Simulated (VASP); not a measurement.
# Lu (Pm-3m) in VASP: notebook

Runs on Lu. Level: PBEsol. Tasks: single point, relaxation of cell and atoms.

All numbers are computed with VASP 6.6.1; they aren't measurements. Logs are shortened: lines on timing, memory, paths and dates and some standing lists are left out, and cuts for length are marked.

## Step 1: The cell of the first run

The structure is cubic, space group Pm-3m (No. 221). Conventional cell: a = 2.881 Å, b = 2.881 Å, c = 2.881 Å, α = 90.00°, β = 90.00°, γ = 90.00°. Within 3.8 Å of Lu (site symmetry m-3m) lie 6 Lu at 2.88 Å.

## Step 2: Single point, PBEsol

The input, INCAR:

```
SYSTEM = Lu
ALGO     = Normal         ! electronic algorithm
EDIFF    = 1E-6           ! SCF threshold, eV
ENCUT    = 520            ! plane-wave cutoff, eV
GGA      = PS             ! functional
ISIF     = 2              ! what is computed and relaxed
ISMEAR   = 0              ! smearing method
LASPH    = .True.         ! aspherical terms in the spheres
LCHARG   = .False.        ! write CHGCAR
LREAL    = .False.        ! projectors in reciprocal space
LWAVE    = .False.        ! write WAVECAR
NBANDS   = 18             ! bands
NELM     = 100            ! most SCF steps
PREC     = Accurate       ! precision mode
SIGMA    = 0.05           ! smearing width, eV
```

The input, KPOINTS:

```
k-points
0
Gamma
  6 6 6
  0 0 0
```

The input, POSCAR:

```
Lu
1.0
    2.8810968656      0.0000000000      0.0000000000
    0.0000000000      2.8810968656      0.0000000000
    0.0000000000      0.0000000000      2.8810968656
Lu
1
Direct
    0.0000000000      0.0000000000      0.0000000000
```

Potentials or basis: VASP PAW PBE potentials, release 64 (Lu).

Launch:

```sh
$ cat potpaw_PBE.64/Lu/POTCAR > POTCAR
$ mpirun -np 1 vasp_std > vasp.out
```

OUTCAR:

```text
SYSTEM = Lu
   EDIFF = 1E-6
   ENCUT = 520
   GGA = PS
   ISIF = 2
   ISMEAR = 0
   LASPH = .True.
   LREAL = .False.
   NELM = 100
   PREC = Accurate

 ion  position               nearest neighbor table
   1  0.000  0.000  0.000-

  LATTYP: Found a simple cubic cell.
 ALAT       =     2.8810968656

  Lattice vectors:

 A1 = (   2.8810968656,   0.0000000000,   0.0000000000)
 A2 = (   0.0000000000,   2.8810968656,   0.0000000000)
 A3 = (   0.0000000000,   0.0000000000,   2.8810968656)

Analysis of symmetry for initial positions (statically):
=====================================================================
 Subroutine PRICEL returns:
 Original cell was already a primitive cell.

 Routine SETGRP: Setting up the symmetry group for a
 simple cubic supercell.

 Subroutine GETGRP returns: Found 48 space group operations
 (whereof 48 operations were pure point group operations)
 out of a pool of 48 trial point group operations.

The static configuration has the point symmetry O_h .

Analysis of symmetry for dynamics (positions and initial velocities):
=====================================================================
 Subroutine PRICEL returns:
 Original cell was already a primitive cell.

 Routine SETGRP: Setting up the symmetry group for a
 simple cubic supercell.

 Subroutine GETGRP returns: Found 48 space group operations
 (whereof 48 operations were pure point group operations)
 out of a pool of 48 trial point group operations.

The dynamic configuration has the point symmetry O_h .

 Subroutine INISYM returns: Found 48 space group operations
 (whereof 48 operations are pure point group operations),
 and found     1 'primitive' translations

----------------------------------------------------------------------------------------

                                     Primitive cell

  volume of cell :      23.9152

  direct lattice vectors                    reciprocal lattice vectors
     2.881096866  0.000000000  0.000000000     0.347090031  0.000000000  0.000000000
     0.000000000  2.881096866  0.000000000     0.000000000  0.347090031  0.000000000
     0.000000000  0.000000000  2.881096866     0.000000000  0.000000000  0.347090031

  length of vectors
     2.881096866  2.881096866  2.881096866     0.347090031  0.347090031  0.347090031

  position of ions in fractional coordinates (direct lattice)
     0.000000000  0.000000000  0.000000000

  ion indices of the primitive-cell ions
   primitive index   ion index
                 1           1

----------------------------------------------------------------------------------------

 KPOINTS: k-points

Automatic generation of k-mesh.
 Grid dimensions read from file:
 generate k-points for:    6    6    6

 Generating k-lattice:

  Cartesian coordinates                     Fractional coordinates (reciprocal lattice)
     0.057848338  0.000000000  0.000000000     0.166666667  0.000000000  0.000000000
     0.000000000  0.057848338  0.000000000     0.000000000  0.166666667  0.000000000
     0.000000000  0.000000000  0.057848338     0.000000000  0.000000000  0.166666667

  Length of vectors
     0.057848338  0.057848338  0.057848338

  Shift w.r.t. Gamma in fractional coordinates (k-lattice)
     0.000000000  0.000000000  0.000000000

 Subroutine IBZKPT returns following result:
 ===========================================

 Found     20 irreducible k-points:

 Following reciprocal coordinates:
            Coordinates               Weight
  0.000000  0.000000  0.000000      1.000000
  0.166667  0.000000  0.000000      6.000000
  0.333333  0.000000  0.000000      6.000000
  0.500000  0.000000  0.000000      3.000000
  0.166667  0.166667  0.000000     12.000000
  0.333333  0.166667  0.000000     24.000000
[... 12 lines left out ...]
  0.500000  0.500000  0.333333      6.000000
  0.500000  0.500000  0.500000      1.000000
   k-points           NKPTS =     20   k-points in BZ     NKDIM =     20   number of bands    NBANDS=     18
   number of dos      NEDOS =    301   number of ions     NIONS =      1
   total plane-waves  NPLWV =  13824
   dimension x,y,z NGX =    24 NGY =   24 NGZ =   24
   dimension x,y,z NGXF=    48 NGYF=   48 NGZF=   48
   ions per type =               1
   NGX,Y,Z   is equivalent  to a cutoff of  13.85, 13.85, 13.85 a.u.
   NGXF,Y,Z  is equivalent  to a cutoff of  27.70, 27.70, 27.70 a.u.
 SYSTEM =  Lu
   PREC   = accura    normal or accurate (medium, high low for compatibility)
   ISTART =      0    job   : 0-new  1-cont  2-samecut
   ICHARG =      2    charge: 1-file 2-atom 10-const
   ISPIN  =      1    spin polarized calculation?
   LNONCOLLINEAR =      F non collinear calculations
   LSORBIT =      F    spin-orbit coupling
   LASPH  =      T    aspherical Exc in radial PAW
   ENCUT  =  520.0 eV  38.22 Ry    6.18 a.u.   5.36  5.36  5.36*2*pi/ulx,y,z
   NELM   =    100;   NELMIN=  2; NELMDL= -5     # of ELM steps
   EDIFF  = 0.1E-05   stopping-criterion for ELM
   LREAL  =      F    real-space projection
   EDIFFG = 0.1E-04   stopping-criterion for IOM
   NSW    =      0    number of steps for IOM
   IBRION =     -1    ionic relax: 0-MD 1-quasi-New 2-CG
   NFREE  =      0    steps in history (QN), initial steepest desc. (CG)
   ISIF   =      2    stress and relaxation
   ISYM   =      2    0-nonsym 1-usesym 2-fastsym
   POTIM  = 0.5000    time-step for ionic-motion
   TEBEG  =    0.0;   TEEND  =   0.0 temperature during run
   PSTRESS=    0.0 pullay stress
   NELECT =      25.0000    total number of electrons
   NUPDOWN=      -1.0000    fix difference up-down
   EMIN   =  10.00;   EMAX   =-10.00  energy-range for DOS
   EFERMI =   0.00;   METHOD = LEGACY
   ISMEAR =     0;   SIGMA  =   0.05  broadening in eV -4-tet -1-fermi 0-gaus
   EFERMI_NEDOS =   21; number of points for ismear=-14 and -15
   IALGO  =     38    algorithm
   IMIX   =      4    mixing-type and parameters
     AMIX     =   0.40;   BMIX     =  1.00
     AMIX_MAG =   1.60;   BMIX_MAG =  1.00
  volume/ion in A,a.u.               =      23.92       161.39
  Fermi-wavevector in a.u.,A,eV,Ry     =   1.661487  3.139755 37.559419  2.760539
  Thomas-Fermi vector in A             =   2.748542
   LORBIT       =      0    0 simple, 1 ext, 2 COOP (PROOUT), +10 PAW based schemes
   GGA     = PS    functional components
   LHFCALC =     F    Hartree Fock is set to
   AEXX    =    0.0000 exact exchange contribution
   IVDW    =     0    specifies the selected vdW correction
   LEPSILON=     F    determine dielectric tensor
   LRPA    =     F    only Hartree local field effects (RPA)
 non-spin polarized calculation
 Gauss-broadening in eV      SIGMA  =   0.05
  energy-cutoff  :      520.00
  volume of cell :       23.92
 maximum number of plane-waves:       659
 NGX is ok and might be reduce to    24
   NGX = 11   NGY = 11   NGZ = 11

 number of electron      25.0000013 magnetization

 Free energy of the ion-electron system (eV)
  ---------------------------------------------------
  ext. energy  EPLUGINS =         0.00000000
  ---------------------------------------------------
  free energy    TOTEN  =        -3.90922379 eV

  energy without entropy =       -3.90798345  energy(sigma->0) =       -3.90860362

 E-fermi :   2.8970     XC(G=0): -11.7271

 val. band max:        2.7025259450   @ k =   0.3333   0.0000   0.0000
 cond. band min:       2.9477096985   @ k =   0.3333   0.1667   0.0000
 fundamental gap:      0.2451837535
 Fermi energy:         2.8970329741

 k-point     1 :       0.0000    0.0000    0.0000
  band No.  band energies     occupation
      1     -53.3671      2.00000
      2     -23.4329      2.00000
      3     -23.4329      2.00000
      4     -23.4329      2.00000
      5      -3.4867      2.00000
      6      -2.1782      2.00000
[... 10 lines left out ...]
     17      10.9942      0.00000
     18      16.2719      0.00000

 k-point     2 :       0.1667    0.0000    0.0000
  band No.  band energies     occupation
      1     -53.3424      2.00000
      2     -23.8032      2.00000
      3     -23.4011      2.00000
      4     -23.4011      2.00000
      5      -2.7337      2.00000
      6      -2.2010      2.00000
[... 10 lines left out ...]
     17      11.1086      0.00000
     18      13.7588      0.00000

 k-point     3 :       0.3333    0.0000    0.0000
  band No.  band energies     occupation
      1     -53.2927      2.00000
      2     -24.4855      2.00000
      3     -23.3369      2.00000
      4     -23.3369      2.00000
      5      -2.2697      2.00000
      6      -2.2424      2.00000
[... 10 lines left out ...]
     17      11.3472      0.00000
     18      12.5930      0.00000

 k-point     4 :       0.5000    0.0000    0.0000
  band No.  band energies     occupation
      1     -53.2677      2.00000
      2     -24.8025      2.00000
      3     -23.3044      2.00000
      4     -23.3044      2.00000
      5      -2.3041      2.00000
      6      -2.2614      2.00000
[... 10 lines left out ...]
     17      11.4720      0.00000
     18      14.3712      0.00000

 k-point     5 :       0.1667    0.1667    0.0000
  band No.  band energies     occupation
      1     -53.3179      2.00000
      2     -23.7862      2.00000
      3     -23.7451      2.00000
      4     -23.3698      2.00000
      5      -2.1981      2.00000
      6      -2.1833      2.00000
[... 10 lines left out ...]
     17       9.9900      0.00000
     18      15.3063      0.00000

 k-point     6 :       0.3333    0.1667    0.0000
  band No.  band energies     occupation
      1     -53.2686      2.00000
      2     -24.4394      2.00000
      3     -23.6893      2.00000
      4     -23.3065      2.00000
      5      -2.2583      2.00000
      6      -2.2232      2.00000
[... 10 lines left out ...]
     17      10.0628      0.00000
     18      13.3969      0.00000

 k-point     7 :       0.5000    0.1667    0.0000
  band No.  band energies     occupation
      1     -53.2437      2.00000
      2     -24.7522      2.00000
      3     -23.6514      2.00000
      4     -23.2745      2.00000
      5      -2.2935      2.00000
      6      -2.2428      2.00000
[... 10 lines left out ...]
     17      10.2268      0.00000
     18      14.3177      0.00000

 k-point     8 :       0.3333    0.3333    0.0000
  band No.  band energies     occupation
      1     -53.2199      2.00000
      2     -24.3625      2.00000
      3     -24.3259      2.00000
      4     -23.2450      2.00000
      5      -2.2497      2.00000
      6      -2.2429      2.00000
[... 10 lines left out ...]
     17       8.4069      0.00000
     18      13.8496      0.00000
[... 145 lines left out ...]
     17      10.5536      0.00000
     18      14.5155      0.00000

 k-point    16 :       0.5000    0.5000    0.1667
  band No.  band energies     occupation
      1     -53.1478      2.00000
      2     -24.5520      2.00000
      3     -24.5520      2.00000
      4     -23.5116      2.00000
      5      -2.2473      2.00000
      6      -2.2473      2.00000
[... 10 lines left out ...]
     17      11.0395      0.00000
     18      13.7221      0.00000

 k-point    17 :       0.3333    0.3333    0.3333
  band No.  band energies     occupation
      1     -53.1487      2.00000
      2     -24.2442      2.00000
      3     -24.1972      2.00000
      4     -24.1972      2.00000
      5      -2.2010      2.00000
      6      -2.1796      2.00000
[... 10 lines left out ...]
     17       8.5233      0.00000
     18      13.4341      0.00000

 k-point    18 :       0.5000    0.3333    0.3333
  band No.  band energies     occupation
      1     -53.1247      2.00000
      2     -24.5081      2.00000
      3     -24.1830      2.00000
      4     -24.1534      2.00000
      5      -2.2203      2.00000
      6      -2.1798      2.00000
[... 10 lines left out ...]
     17      12.2049      0.00000
     18      12.6797      0.00000

 k-point    19 :       0.5000    0.5000    0.3333
  band No.  band energies     occupation
      1     -53.1009      2.00000
      2     -24.4598      2.00000
      3     -24.4598      2.00000
      4     -24.1248      2.00000
      5      -2.2053      2.00000
      6      -2.1993      2.00000
[... 10 lines left out ...]
     17      13.3351      0.00000
     18      13.3352      0.00000

 k-point    20 :       0.5000    0.5000    0.5000
  band No.  band energies     occupation
      1     -53.0773      2.00000
      2     -24.4128      2.00000
      3     -24.4128      2.00000
      4     -24.4128      2.00000
      5      -2.2239      2.00000
      6      -2.1799      2.00000
[... 10 lines left out ...]
     17      14.1643      0.00000
     18      14.1756      0.00000

------------------------ aborting loop because EDIFF is reached ----------------------------------------

  FORCE on cell =-STRESS in cart. coord.  units (eV):
  Direction    XX          YY          ZZ          XY          YZ          ZX
  --------------------------------------------------------------------------------------
  -------------------------------------------------------------------------------------
  Total        1.5558937      1.5558937      1.5558937     -0.0000000     -0.0000000      0.0000000
  in kB      104.2358025    104.2358025    104.2358025     -0.0000000     -0.0000000      0.0000000
  external PRESSURE =     104.2358025 kB  Pullay stress =       0.0000000 kB

 VOLUME and BASIS-vectors are now :
 -----------------------------------------------------------------------------
  energy-cutoff  :      520.00
  volume of cell :       23.92
      direct lattice vectors                 reciprocal lattice vectors
     2.881096866  0.000000000  0.000000000     0.347090031  0.000000000  0.000000000
     0.000000000  2.881096866  0.000000000     0.000000000  0.347090031  0.000000000
     0.000000000  0.000000000  2.881096866     0.000000000  0.000000000  0.347090031

 POSITION                                       TOTAL-FORCE (eV/Angst)
 -----------------------------------------------------------------------------------
      0.00000      0.00000      0.00000         0.000000      0.000000      0.000000
 -----------------------------------------------------------------------------------
    total drift:                                0.000000      0.000000      0.000000

  FREE ENERGIE OF THE ION-ELECTRON SYSTEM (eV)
  ---------------------------------------------------
  free  energy   TOTEN  =        -3.9092237923 eV

  energy  without entropy=       -3.9079834543  energy(sigma->0) =       -3.90860362
```

It took 8.5 s on 1 thread of Intel Xeon Platinum 8259CL at 2.50GHz (Skylake/Cascade Lake), shared host; peak memory 0.15 GiB.

What came out:

```
Free energy : -3.9092 eV
Pressure    : 10.4 GPa
```

Caveat: the k points lie up to 0.36 Å⁻¹ apart; the PAW data sets were made with another functional, which shifts forces and pressure a little; spin-orbit coupling is left out, which moves the levels of the heavy elements.

(Part 1 of 2 ends here.)
